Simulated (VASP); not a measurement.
# TiTe2 (P-3m1) in VASP: relaxation of cell and atoms with r2SCAN+rVV10

Aim: the relaxation of cell and atoms of TiTe2 with r2SCAN+rVV10.

All numbers are computed with VASP 6.6.1; they aren't measurements. Logs are shortened: lines on timing, memory, paths and dates and some standing lists are left out, and cuts for length are marked.

## (1) The cell of the first run

Symmetry: P-3m1, No. 164, trigonal system. Conventional cell: a = 3.718 Å, b = 3.718 Å, c = 6.324 Å, α = 90.00°, β = 90.00°, γ = 120.00°. Within 3.8 Å of Ti (site symmetry -3m) lie 6 Te at 2.75 Å and 6 Ti at 3.72 Å. Within 3.8 Å of Te (site symmetry 3m) lie 3 Ti at 2.75 Å and 9 Te at 3.61 to 3.72 Å.

## (2) Relaxation of cell and atoms, r2SCAN+rVV10

Input file POSCAR:

```
TiTe2
1.0
    3.7179746322      0.0000000000      0.0000000000
   -1.8589873161      3.2198604821      0.0000000000
    0.0000000000      0.0000000000      6.3241293013
Ti Te
1 2
Direct
    0.0000000000      0.0000000000      0.0000000000
    0.3333333333      0.6666666667      0.2705594856
    0.6666666667      0.3333333333      0.7294405144
```

Input file INCAR.step1:

```
SYSTEM = TiTe2
PREC     = Accurate       ! precision mode
ENCUT    = 600            ! plane-wave cutoff, eV
ISMEAR   = -1             ! smearing method
SIGMA    = 0.02           ! smearing width, eV
LREAL    = .FALSE.        ! projectors in reciprocal space
LASPH    = .TRUE.         ! aspherical terms in the spheres
NELM     = 100            ! most SCF steps
GGA      = PE             ! functional
ALGO     = Normal         ! electronic algorithm
EDIFF    = 1E-4           ! SCF threshold, eV
LWAVE    = .TRUE.         ! write WAVECAR
LCHARG   = .FALSE.        ! write CHGCAR
```

Input file INCAR.step2:

```
SYSTEM = TiTe2
PREC     = Accurate       ! precision mode
ENCUT    = 600            ! plane-wave cutoff, eV
EDIFF    = 1E-7           ! SCF threshold, eV
ISMEAR   = -1             ! smearing method
SIGMA    = 0.02           ! smearing width, eV
LREAL    = .FALSE.        ! projectors in reciprocal space
LASPH    = .TRUE.         ! aspherical terms in the spheres
NELM     = 100            ! most SCF steps
ALGO     = Normal         ! electronic algorithm
ISIF     = 3              ! what is computed and relaxed
LWAVE    = .FALSE.        ! write WAVECAR
LCHARG   = .FALSE.        ! write CHGCAR
METAGGA  = R2SCAN         ! meta-GGA
LMIXTAU  = .TRUE.       
LUSE_VDW = .TRUE.       
IVDW_NL  = 2            
BPARAM   = 11.95        
CPARAM   = 0.0093       
IBRION   = 2              ! ionic algorithm
NSW      = 80             ! ionic steps
EDIFFG   = -0.005         ! ionic threshold
ISTART   = 1
```

Input file KPOINTS:

```
Automatic mesh
0
G
  12 12 4
  0 0 0
```

Potentials or basis: VASP PAW PBE potentials, release 64 (Ti_sv, Te).

The run is started by

```
cat potpaw_PBE.64/Ti_sv/POTCAR potpaw_PBE.64/Te/POTCAR > POTCAR
cp INCAR.step1 INCAR
mpirun -np 1 vasp_std > vasp.out
cp INCAR.step2 INCAR
mpirun -np 1 vasp_std > vasp.out
```

OUTCAR:

```text
SYSTEM = TiTe2
   PREC = Accurate
   ENCUT = 600
   EDIFF = 1E-7
   ISMEAR = -1
   LREAL = .FALSE.
   LASPH = .TRUE.
   NELM = 100
   ISIF = 3
   METAGGA = R2SCAN
   IVDW_NL = 2
   BPARAM = 11.95
   IBRION = 2
   NSW = 80
   EDIFFG = -0.005
   ISTART = 1

 ion  position               nearest neighbor table
   1  0.000  0.000  0.000-   2 2.75   3 2.75   2 2.75   3 2.75   3 2.75   2 2.75
   2  0.333  0.667  0.271-   1 2.75   1 2.75   1 2.75   3 3.61   3 3.61   3 3.61
   3  0.667  0.333  0.729-   1 2.75   1 2.75   1 2.75   2 3.61   2 3.61   2 3.61

  LATTYP: Found a hexagonal cell.
 ALAT       =     3.7179746322
 C/A-ratio  =     1.7009608529

  Lattice vectors:

 A1 = (   3.7179746322,   0.0000000000,   0.0000000000)
 A2 = (  -1.8589873161,   3.2198604821,   0.0000000000)
 A3 = (   0.0000000000,   0.0000000000,   6.3241293013)

Analysis of symmetry for initial positions (statically):
=====================================================================
 Subroutine PRICEL returns:
 Original cell was already a primitive cell.

 Routine SETGRP: Setting up the symmetry group for a
 hexagonal supercell.

 Subroutine GETGRP returns: Found 12 space group operations
 (whereof 12 operations were pure point group operations)
 out of a pool of 24 trial point group operations.

The static configuration has the point symmetry D_3d.

Analysis of symmetry for dynamics (positions and initial velocities):
=====================================================================
 Subroutine PRICEL returns:
 Original cell was already a primitive cell.

 Routine SETGRP: Setting up the symmetry group for a
 hexagonal supercell.

 Subroutine GETGRP returns: Found 12 space group operations
 (whereof 12 operations were pure point group operations)
 out of a pool of 24 trial point group operations.

The dynamic configuration has the point symmetry D_3d.

 Subroutine INISYM returns: Found 12 space group operations
 (whereof 12 operations are pure point group operations),
 and found     1 'primitive' translations

----------------------------------------------------------------------------------------

                                     Primitive cell

  volume of cell :      75.7084

  direct lattice vectors                    reciprocal lattice vectors
     3.717974632  0.000000000  0.000000000     0.268963643  0.155286231  0.000000000
    -1.858987316  3.219860482  0.000000000     0.000000000  0.310572463  0.000000000
     0.000000000  0.000000000  6.324129301     0.000000000  0.000000000  0.158124534

  length of vectors
     3.717974632  3.717974632  6.324129301     0.310572463  0.310572463  0.158124534

  position of ions in fractional coordinates (direct lattice)
     0.000000000  0.000000000  0.000000000
     0.333333333  0.666666667  0.270559486
     0.666666667  0.333333333  0.729440514

  ion indices of the primitive-cell ions
   primitive index   ion index
                 1           1
                 2           2
                 3           3

----------------------------------------------------------------------------------------

 KPOINTS: Automatic mesh

Automatic generation of k-mesh.
 Grid dimensions read from file:
 generate k-points for:   12   12    4

 Generating k-lattice:

  Cartesian coordinates                     Fractional coordinates (reciprocal lattice)
     0.022413637  0.012940519  0.000000000     0.083333333  0.000000000  0.000000000
     0.000000000  0.025881039  0.000000000     0.000000000  0.083333333  0.000000000
     0.000000000  0.000000000  0.039531134     0.000000000  0.000000000  0.250000000

  Length of vectors
     0.025881039  0.025881039  0.039531134

  Shift w.r.t. Gamma in fractional coordinates (k-lattice)
     0.000000000  0.000000000  0.000000000

 Subroutine IBZKPT returns following result:
 ===========================================

 Found     69 irreducible k-points:

 Following reciprocal coordinates:
            Coordinates               Weight
  0.000000  0.000000  0.000000      1.000000
  0.083333  0.000000  0.000000      6.000000
  0.166667  0.000000  0.000000      6.000000
  0.250000  0.000000  0.000000      6.000000
  0.333333  0.000000  0.000000      6.000000
  0.416667  0.000000  0.000000      6.000000
[... 16 lines left out ...]
  0.166667  0.000000  0.250000      6.000000
  0.000000  0.166667  0.250000      6.000000
 [... further k-points ...]
   k-points           NKPTS =     69   k-points in BZ     NKDIM =     69   number of bands    NBANDS=     16
   number of dos      NEDOS =    301   number of ions     NIONS =      3
   total plane-waves  NPLWV =  48600
   dimension x,y,z NGX =    30 NGY =   30 NGZ =   54
   dimension x,y,z NGXF=    60 NGYF=   60 NGZF=  108
   ions per type =               1   2
   NGX,Y,Z   is equivalent  to a cutoff of  13.41, 13.41, 14.20 a.u.
   NGXF,Y,Z  is equivalent  to a cutoff of  26.83, 26.83, 28.39 a.u.
 SYSTEM =  TiTe2
   PREC   = accura    normal or accurate (medium, high low for compatibility)
   ISTART =      1    job   : 0-new  1-cont  2-samecut
   ICHARG =      0    charge: 1-file 2-atom 10-const
   ISPIN  =      1    spin polarized calculation?
   LNONCOLLINEAR =      F non collinear calculations
   LSORBIT =      F    spin-orbit coupling
   LASPH  =      T    aspherical Exc in radial PAW
   ENCUT  =  600.0 eV  44.10 Ry    6.64 a.u.   7.43  7.43 12.63*2*pi/ulx,y,z
   NELM   =    100;   NELMIN=  2; NELMDL=  0     # of ELM steps
   EDIFF  = 0.1E-06   stopping-criterion for ELM
   LREAL  =      F    real-space projection
   EDIFFG = -.5E-02   stopping-criterion for IOM
   NSW    =     80    number of steps for IOM
   IBRION =      2    ionic relax: 0-MD 1-quasi-New 2-CG
   NFREE  =      1    steps in history (QN), initial steepest desc. (CG)
   ISIF   =      3    stress and relaxation
   ISYM   =      2    0-nonsym 1-usesym 2-fastsym
   POTIM  = 0.5000    time-step for ionic-motion
   TEBEG  =    0.0;   TEEND  =   0.0 temperature during run
   PSTRESS=    0.0 pullay stress
   NELECT =      24.0000    total number of electrons
   NUPDOWN=      -1.0000    fix difference up-down
   EMIN   =  10.00;   EMAX   =-10.00  energy-range for DOS
   EFERMI =   0.00;   METHOD = LEGACY
   ISMEAR =    -1;   SIGMA  =   0.02  broadening in eV -4-tet -1-fermi 0-gaus
   EFERMI_NEDOS =   21; number of points for ismear=-14 and -15
   IALGO  =     38    algorithm
   IMIX   =      4    mixing-type and parameters
     AMIX     =   0.40;   BMIX     =  1.00
     AMIX_MAG =   1.60;   BMIX_MAG =  1.00
  volume/ion in A,a.u.               =      25.24       170.30
  Fermi-wavevector in a.u.,A,eV,Ry     =   1.116256  2.109418 16.953235  1.246028
  Thomas-Fermi vector in A             =   2.252868
   LORBIT       =      0    0 simple, 1 ext, 2 COOP (PROOUT), +10 PAW based schemes
   METAGGA = R2SCAN    functional components
   LHFCALC =     F    Hartree Fock is set to
   AEXX    =    0.0000 exact exchange contribution
   IVDW_NL    =     2    kernel type
   BPARAM     =11.9500
   IVDW    =     0    specifies the selected vdW correction
   LEPSILON=     F    determine dielectric tensor
   LRPA    =     F    only Hartree local field effects (RPA)
 conjugate gradient relaxation of ions
 non-spin polarized calculation
  energy-cutoff  :      600.00
  volume of cell :       75.71
 maximum number of plane-waves:      2575
 NGX is ok and might be reduce to    30
   NGX = 15   NGY = 15   NGZ = 25

--------------------------------------- Ionic step        1  -------------------------------------------

 number of electron      24.0000001 magnetization

 Free energy of the ion-electron system (eV)
  ---------------------------------------------------
  ext. energy  EPLUGINS =         0.00000000
  ---------------------------------------------------
  free energy    TOTEN  =       -65.61713834 eV

  energy without entropy =      -65.61537786  energy(sigma->0) =      -65.61625810

------------------------ aborting loop because EDIFF is reached ----------------------------------------

  FORCE on cell =-STRESS in cart. coord.  units (eV):
  Direction    XX          YY          ZZ          XY          YZ          ZX
  --------------------------------------------------------------------------------------
  -------------------------------------------------------------------------------------
  Total        1.4926455      1.4926455      1.1771617      0.0000000     -0.0000000      0.0000000
  in kB       31.5880658     31.5880658     24.9116492      0.0000000     -0.0000000      0.0000000
  external PRESSURE =      29.3625936 kB  Pullay stress =       0.0000000 kB
[... 92 lines left out ...]
  FREE ENERGIE OF THE ION-ELECTRON SYSTEM (eV)
  ---------------------------------------------------
  free  energy   TOTEN  =       -65.6485305883 eV

  energy  without entropy=      -65.6471021571  energy(sigma->0) =      -65.64781637

[... ionic steps 4 to 7 ...]

--------------------------------------- Ionic step        8  -------------------------------------------

 number of electron      24.0000002 magnetization

------------------------ aborting loop because EDIFF is reached ----------------------------------------

  FORCE on cell =-STRESS in cart. coord.  units (eV):
  Direction    XX          YY          ZZ          XY          YZ          ZX
  --------------------------------------------------------------------------------------
  -------------------------------------------------------------------------------------
  Total        0.2591333      0.2591333      0.3109443      0.0000000      0.0000000     -0.0000000
  in kB        5.0863799      5.0863799      6.1033495      0.0000000      0.0000000     -0.0000000
  external PRESSURE =       5.4253698 kB  Pullay stress =       0.0000000 kB
[... 59 lines left out ...]
  energy  without entropy=      -65.6764470345  energy(sigma->0) =      -65.67721731

--------------------------------------- Ionic step       10  -------------------------------------------

 number of electron      24.0000001 magnetization

 Free energy of the ion-electron system (eV)
  ---------------------------------------------------
  ext. energy  EPLUGINS =         0.00000000
  ---------------------------------------------------
  free energy    TOTEN  =       -65.67820806 eV

  energy without entropy =      -65.67669711  energy(sigma->0) =      -65.67745258

 E-fermi :   6.5899     XC(G=0): -10.2575

 val. band max:        6.5369274904   @ k =   0.5000   0.0000   0.2500
 cond. band min:       6.6000796158   @ k =   0.0833   0.0000   0.0000
 fundamental gap:      0.0631521254
 Fermi energy:         6.5899026177

 k-point     1 :       0.0000    0.0000    0.0000
  band No.  band energies     occupation
      1     -53.5181      2.00000
      2     -28.7292      2.00000
      3     -28.7292      2.00000
      4     -28.6882      2.00000
      5      -6.3712      2.00000
      6      -4.8528      2.00000
[... 8 lines left out ...]
     15       7.4292      0.00000
     16       9.6663      0.00000
[... 420 lines left out ...]
  band No.  band energies     occupation
      1     -53.5174      2.00000
      2     -28.7396      2.00000
      3     -28.7316      2.00000
      4     -28.6857      2.00000
      5      -5.9200      2.00000
      6      -4.9354      2.00000
[... 8 lines left out ...]
     15       8.1144      0.00000
     16       9.0152      0.00000

 [... further k-points ...]

------------------------ aborting loop because EDIFF is reached ----------------------------------------

  FORCE on cell =-STRESS in cart. coord.  units (eV):
  Direction    XX          YY          ZZ          XY          YZ          ZX
  --------------------------------------------------------------------------------------
  -------------------------------------------------------------------------------------
  Total        0.0120908      0.0120908      0.0136235      0.0000000      0.0000000      0.0000000
  in kB        0.2360409      0.2360409      0.2659637      0.0000000      0.0000000      0.0000000
  external PRESSURE =       0.2460152 kB  Pullay stress =       0.0000000 kB
[... 18 lines left out ...]
  FREE ENERGIE OF THE ION-ELECTRON SYSTEM (eV)
  ---------------------------------------------------
  free  energy   TOTEN  =       -65.6782080553 eV

  energy  without entropy=      -65.6766971134  energy(sigma->0) =      -65.67745258

 reached required accuracy - stopping structural energy minimisation
```

Wall time 47 min (1 thread of Intel Xeon 6975P-C (Granite Rapids), shared host); peak memory 0.48 GiB.

Results:

- Free energy: -65.6782 eV
- Relaxed volume: 27.36 Å³/atom
- Relaxed cell: a = 3.798 Å, b = 3.798 Å, c = 6.568 Å, α = 90.00°, β = 90.00°, γ = 120.00°
- Space group after relaxing (to 0.1 Å): P-3m1 (No. 164)
- Energy gained by relaxing: 20.4 meV/atom
- Ionic steps: 10
- Pressure after relaxing: 0.0 GPa
- Band gap on the k mesh: zero (bands 12 and 13 overlap by 0.57 eV)

Forces on the atoms (eV/Å):
```
Ti   0.000  0.000  0.000
Te   0.000  0.000  0.003
Te   0.000  0.000 -0.003
```

The path:
```
step  energy change (eV)  largest force (eV/Å)  pressure (GPa)  volume (Å³)
   1              0.0000                0.1308            2.94        75.71
   2             -0.0243                0.5704           -1.54        80.89
   3             -0.0314                0.4330           -0.20        79.16
   4             -0.0457                0.2662           -0.07        79.82
   5             -0.0534                0.0295            0.17        80.85
   6             -0.0572                0.0392           -0.10        81.50
   7             -0.0595                0.0549           -0.44        82.41
   8             -0.0599                0.0933            0.54        81.63
   9             -0.0608                0.0256            0.09        81.98
  10             -0.0611                0.0027            0.02        82.07
```

Final structure:
```
CELL_PARAMETERS angstrom
3.79832 0.00000 0.00000
-1.89916 3.28944 0.00000
0.00000 0.00000 6.56846
ATOMIC_POSITIONS crystal
Ti 0.00000 0.00000 0.00000
Te 0.33333 0.66667 0.25736
Te 0.66667 0.33333 0.74264
```

Caveat: the PAW data sets were made with another functional, which shifts forces and pressure a little; spin-orbit coupling is left out, which moves the levels of the heavy elements.

The gap in the log of VASP goes by the Fermi energy; the results here count the filled bands.